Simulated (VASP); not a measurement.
# HBr (Fmmm) in VASP: relaxation of the atoms with r2SCAN

Aim: the relaxation of the atoms of HBr with r2SCAN.

All numbers are computed with VASP 6.6.1; they aren't measurements. Logs are shortened: lines on timing, memory, paths and dates and some standing lists are left out, and cuts for length are marked.

## Step 1: The cell of the first run

Symmetry: Fmmm, No. 69, orthorhombic system. The conventional cell has a = 3.271 Å, b = 7.433 Å, c = 7.459 Å, α = 90.00°, β = 90.00°, γ = 90.00°. Within 2.2 Å of H (site symmetry mmm) lie 2 Br at 1.64 Å. Within 2.2 Å of Br (site symmetry mmm) lie 2 H at 1.64 Å.

## Step 2: Relaxation of the atoms, r2SCAN

The input, POSCAR:

```
HBr
1.0
    0.0000000000      3.7165523200      3.7294264200
    1.6352666800      0.0000000000      3.7294264200
    1.6352666800      3.7165523200      0.0000000000
H Br
1 1
Direct
    0.0000000000      0.0000000000      0.0000000000
    0.5000000000      0.5000000000      0.5000000000
```

The input, INCAR.step1:

```
SYSTEM = HBr
PREC = Accurate
ENCUT = 500
ISMEAR = -1
SIGMA = 0.1
LREAL = .FALSE.
LASPH = .TRUE.
NELM = 120
GGA = PE
ALGO = Normal
EDIFF = 1E-5
LWAVE = .TRUE.
LCHARG = .FALSE.
GGA_COMPAT = .FALSE.
IBRION = 2
EDIFFG = -0.01
NELMIN = 4
NSW = 100
```

The input, INCAR.step2:

```
SYSTEM = HBr
PREC = Accurate
ENCUT = 500
EDIFF = 1E-7
ISMEAR = -1
SIGMA = 0.1
LREAL = .FALSE.
LASPH = .TRUE.
NELM = 120
ALGO = Normal
ISIF = 2
LWAVE = .FALSE.
LCHARG = .FALSE.
METAGGA = R2SCAN
LMIXTAU = .TRUE.
IBRION = 2
NSW = 50
EDIFFG = -0.01
ISTART = 1
GGA_COMPAT = .FALSE.
NELMIN = 4
```

The input, KPOINTS:

```
regular mesh
0
G
  11 11 11
  0 0 0
```

Potentials or basis: VASP PAW PBE potentials, release 64 (H, Br).

The run is started by

```
$ cat potpaw_PBE.64/H/POTCAR potpaw_PBE.64/Br/POTCAR > POTCAR
$ cp INCAR.step1 INCAR
$ mpirun -np 1 vasp_std > vasp.out
$ cp INCAR.step2 INCAR
$ mpirun -np 1 vasp_std > vasp.out
```

OUTCAR:

```text
SYSTEM = HBr
   PREC = Accurate
   ENCUT = 500
   EDIFF = 1E-7
   ISMEAR = -1
   LREAL = .FALSE.
   LASPH = .TRUE.
   NELM = 120
   ISIF = 2
   METAGGA = R2SCAN
   IBRION = 2
   NSW = 50
   EDIFFG = -0.01
   ISTART = 1
   NELMIN = 4

 ion  position               nearest neighbor table
   1  0.000  0.000  0.000-   2 1.64   2 1.64
   2  0.500  0.500  0.500-   1 1.64   1 1.64

  LATTYP: Found a face centered orthorhombic cell.
 ALAT       =     3.2705333600
 B/A-ratio  =     2.2727499835
 C/A-ratio  =     2.2806227667

  Lattice vectors:

 A1 = (   0.0000000000,   3.7165523200,   3.7294264200)
 A2 = (   1.6352666800,   0.0000000000,   3.7294264200)
 A3 = (   1.6352666800,   3.7165523200,   0.0000000000)

Analysis of symmetry for initial positions (statically):
=====================================================================
 Subroutine PRICEL returns:
 Original cell was already a primitive cell.

 Routine SETGRP: Setting up the symmetry group for a
 face centered orthorhombic supercell.

 Subroutine GETGRP returns: Found  8 space group operations
 (whereof  8 operations were pure point group operations)
 out of a pool of  8 trial point group operations.

The static configuration has the point symmetry D_2h.

Analysis of symmetry for dynamics (positions and initial velocities):
=====================================================================
 Subroutine PRICEL returns:
 Original cell was already a primitive cell.

 Routine SETGRP: Setting up the symmetry group for a
 face centered orthorhombic supercell.

 Subroutine GETGRP returns: Found  8 space group operations
 (whereof  8 operations were pure point group operations)
 out of a pool of  8 trial point group operations.

The dynamic configuration has the point symmetry D_2h.

 Subroutine INISYM returns: Found  8 space group operations
 (whereof  8 operations are pure point group operations),
 and found     1 'primitive' translations

----------------------------------------------------------------------------------------

                                     Primitive cell

  volume of cell :      45.3316

  direct lattice vectors                    reciprocal lattice vectors
     0.000000000  3.716552320  3.729426420    -0.305760526  0.134533287  0.134068874
     1.635266680  0.000000000  3.729426420     0.305760526 -0.134533287  0.134068874
[... 83 lines left out ...]
   ENCUT  =  500.0 eV  36.75 Ry    6.06 a.u.   9.60  7.42  7.40*2*pi/ulx,y,z
   NELM   =    120;   NELMIN=  4; NELMDL=  0     # of ELM steps
   EDIFF  = 0.1E-06   stopping-criterion for ELM
   LREAL  =      F    real-space projection
   EDIFFG = -.1E-01   stopping-criterion for IOM
   NSW    =     50    number of steps for IOM
   IBRION =      2    ionic relax: 0-MD 1-quasi-New 2-CG
   NFREE  =      1    steps in history (QN), initial steepest desc. (CG)
   ISIF   =      2    stress and relaxation
   ISYM   =      2    0-nonsym 1-usesym 2-fastsym
   POTIM  = 0.5000    time-step for ionic-motion
   TEBEG  =    0.0;   TEEND  =   0.0 temperature during run
   PSTRESS=    0.0 pullay stress
   NELECT =       8.0000    total number of electrons
   NUPDOWN=      -1.0000    fix difference up-down
   EMIN   =  10.00;   EMAX   =-10.00  energy-range for DOS
   EFERMI =   0.00;   METHOD = LEGACY
   ISMEAR =    -1;   SIGMA  =   0.10  broadening in eV -4-tet -1-fermi 0-gaus
   EFERMI_NEDOS =   21; number of points for ismear=-14 and -15
   IALGO  =     38    algorithm
   IMIX   =      4    mixing-type and parameters
     AMIX     =   0.40;   BMIX     =  1.00
     AMIX_MAG =   1.60;   BMIX_MAG =  1.00
  volume/ion in A,a.u.               =      22.67       152.96
  Fermi-wavevector in a.u.,A,eV,Ry     =   0.918272  1.735282 11.472744  0.843223
  Thomas-Fermi vector in A             =   2.043335
   LORBIT       =      0    0 simple, 1 ext, 2 COOP (PROOUT), +10 PAW based schemes
   METAGGA = R2SCAN    functional components
   LHFCALC =     F    Hartree Fock is set to
   AEXX    =    0.0000 exact exchange contribution
   IVDW    =     0    specifies the selected vdW correction
   LEPSILON=     F    determine dielectric tensor
   LRPA    =     F    only Hartree local field effects (RPA)
 conjugate gradient relaxation of ions
 non-spin polarized calculation
  energy-cutoff  :      500.00
  volume of cell :       45.33
 maximum number of plane-waves:      1173
   NGX = 19   NGY = 15   NGZ = 15

 number of electron       8.0000000 magnetization

 Free energy of the ion-electron system (eV)
  ---------------------------------------------------
  ext. energy  EPLUGINS =         0.00000000
  ---------------------------------------------------
  free energy    TOTEN  =       -16.57849817 eV

  energy without entropy =      -16.57847356  energy(sigma->0) =      -16.57848587

 E-fermi :  -1.5166     XC(G=0):  -7.5134

 val. band max:       -2.5610145251   @ k =   0.4545  -0.3636   0.0909
 cond. band min:      -0.6775603537   @ k =  -0.0909   0.4545   0.4545
 fundamental gap:      1.8834541713
 Fermi energy:        -1.5165591489

 k-point     1 :       0.0000    0.0000    0.0000
  band No.  band energies     occupation
      1     -17.6588      2.00000
      2      -2.8918      2.00000
      3      -2.8728      2.00000
      4      -2.7170      1.99999
      5      -0.3360      0.00001
      6       4.0853      0.00000
      7       7.8185      0.00000
      8      13.6274      0.00000
[... 243 lines left out ...]
 k-point    24 :      -0.1818    0.1818    0.0000
  band No.  band energies     occupation
      1     -16.3844      2.00000
      2      -9.3329      2.00000
      3      -2.8649      2.00000
      4      -2.5852      1.99995
      5       5.8435      0.00000
      6       7.3011      0.00000
      7       7.8640      0.00000
      8       9.9387      0.00000

 [... further k-points ...]
[... 5 lines left out ...]
  --------------------------------------------------------------------------------------
  -------------------------------------------------------------------------------------
  Total        1.4165136      0.0440329      0.0338449      0.0000000      0.0000000      0.0000000
  in kB       50.0645667      1.5562756      1.1961983      0.0000000      0.0000000      0.0000000
  external PRESSURE =      17.6056802 kB  Pullay stress =       0.0000000 kB

 VOLUME and BASIS-vectors are now :
 -----------------------------------------------------------------------------
  energy-cutoff  :      500.00
  volume of cell :       45.33
      direct lattice vectors                 reciprocal lattice vectors
     0.000000000  3.716552320  3.729426420    -0.305760526  0.134533287  0.134068874
     1.635266680  0.000000000  3.729426420     0.305760526 -0.134533287  0.134068874
     1.635266680  3.716552320  0.000000000     0.305760526  0.134533287 -0.134068874

 POSITION                                       TOTAL-FORCE (eV/Angst)
 -----------------------------------------------------------------------------------
      0.00000      0.00000      0.00000        -0.000000      0.000000      0.000000
      1.63527      3.71655      3.72943         0.000000      0.000000      0.000000
 -----------------------------------------------------------------------------------
    total drift:                               -0.000000     -0.000000      0.000000

  FREE ENERGIE OF THE ION-ELECTRON SYSTEM (eV)
  ---------------------------------------------------
  free  energy   TOTEN  =       -16.5784981749 eV

  energy  without entropy=      -16.5784735627  energy(sigma->0) =      -16.57848587

 reached required accuracy - stopping structural energy minimisation
```

OSZICAR.step1:

```text
N       E                     dE             d eps       ncg     rms          rms(c)
DAV:   1     0.297709994520E+02    0.29771E+02   -0.30569E+03  3480   0.737E+02
DAV:   2    -0.367333508649E+01   -0.33444E+02   -0.32693E+02  4584   0.109E+02
DAV:   3    -0.487055538701E+01   -0.11972E+01   -0.11971E+01  4064   0.284E+01
DAV:   4    -0.487529441378E+01   -0.47390E-02   -0.47390E-02  5672   0.202E+00
DAV:   5    -0.487529666200E+01   -0.22482E-05   -0.22482E-05  4352   0.352E-02    0.456E+00
DAV:   6    -0.485490063199E+01    0.20396E-01   -0.45367E-02  4168   0.127E+00    0.282E+00
DAV:   7    -0.485622462198E+01   -0.13240E-02   -0.44855E-02  4136   0.143E+00    0.311E-01
DAV:   8    -0.485633637015E+01   -0.11175E-03   -0.40879E-03  4128   0.415E-01    0.100E-01
DAV:   9    -0.485640675900E+01   -0.70389E-04   -0.91005E-05  5184   0.825E-02    0.447E-02
DAV:  10    -0.485644407629E+01   -0.37317E-04   -0.29213E-05  3960   0.460E-02    0.105E-02
DAV:  11    -0.485644607724E+01   -0.20010E-05   -0.19246E-06  3048   0.114E-02
   1 F= -.48564461E+01 E0= -.48563772E+01  d E =-.485645E+01
```

Run time: 3.2 min. Hardware: 1 thread of Intel Xeon 6975P-C (Granite Rapids), shared host; peak memory 0.24 GiB.

Results:

```yaml
Free_energy: -16.5785 eV
Pressure_after_relaxing: 1.8 GPa
Band_gap_on_the_k_mesh: 1.88 eV (least direct gap 2.21 eV)
```

Final structure:
```
H Br
1.0
     0.00000    3.71655    3.72943
     1.63527    0.00000    3.72943
     1.63527    3.71655    0.00000
H Br
1 1
Cartesian
  0.0000 0.0000 0.0000
  1.6353 3.7166 3.7294
```

Caveat: the PAW data sets were made with another functional, which shifts forces and pressure a little. A k mesh can miss the band edges.
